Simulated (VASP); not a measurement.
Write the native input for VASP 6.6.1 that does the following.

| Quantity | Value |
| --- | --- |
| Task | single point |
| Functional | PBE |
| Potentials or basis | VASP PAW PBE potentials, release 64 (Hf_pv, Ta_pv, N) |
| Cutoff | 520 eV |
| k mesh | 8 × 4 × 4 |
| Occupations | gaussian, width 0.2 eV |
| Spin | no spin polarisation |
| Dipole correction | no |
| Further INCAR settings | ALGO = Normal; EDIFF = 1e-06; NBANDS = 34 |

The structure of Hf2TaN4 lies in POSCAR:

```
Hf2TaN4
1.0
    0.0000004788      0.0000152427      3.1526492674
    3.2307210110     -4.3935328946     -0.0000877895
    3.2305976800      4.3934650079      0.0001024859
Hf Ta N
2 1 4
Direct
    0.4999973191      0.4999867209      0.0000272757
    0.5000026112      0.0000222275      0.4999976989
    0.0000117321     -0.0000253539     -0.0000216387
    0.0000017661      0.2427600966      0.7572469149
   -0.0000006675      0.7572503383      0.2427573695
    0.4999909717      0.2168399170      0.2168302977
    0.4999962674      0.7831660536      0.7831620820
```

One way to write it, as run:

INCAR

```
SYSTEM = Hf2TaN4
ALGO = Normal
EDIFF = 1E-6
ENCUT = 520
GGA = PE
ISIF = 2
ISMEAR = 0
LASPH = .TRUE.
LCHARG = .TRUE.
LELF = .TRUE.
LREAL = .FALSE.
LVHAR = .TRUE.
LWAVE = .FALSE.
NBANDS = 34
NELM = 100
PREC = Accurate
SIGMA = 0.2
```

KPOINTS

```
k-points
0
G
  8 4 4
  0 0 0
```

Potentials or basis: VASP PAW PBE potentials, release 64 (Hf_pv, Ta_pv, N).

Launch:

```bash
$ cat potpaw_PBE.64/Hf_pv/POTCAR potpaw_PBE.64/Ta_pv/POTCAR potpaw_PBE.64/N/POTCAR > POTCAR
$ mpirun -np 1 vasp_std > vasp.out
```

Results of the run:

```
Pressure               : -1.0 GPa
Largest force          : 0.049 eV/Å
Band gap on the k mesh : zero (an odd number of electrons rules out a gap without spin polarisation)
```

Caveat: spin-orbit coupling is left out, which moves the levels of the heavy elements; an odd number of electrons without spin polarisation forces a metal; a magnetic or distorted state may lie lower.

It took 4.7 min on 1 thread of Intel Xeon 8259CL, with other jobs on the host, peak memory 0.33 GiB.
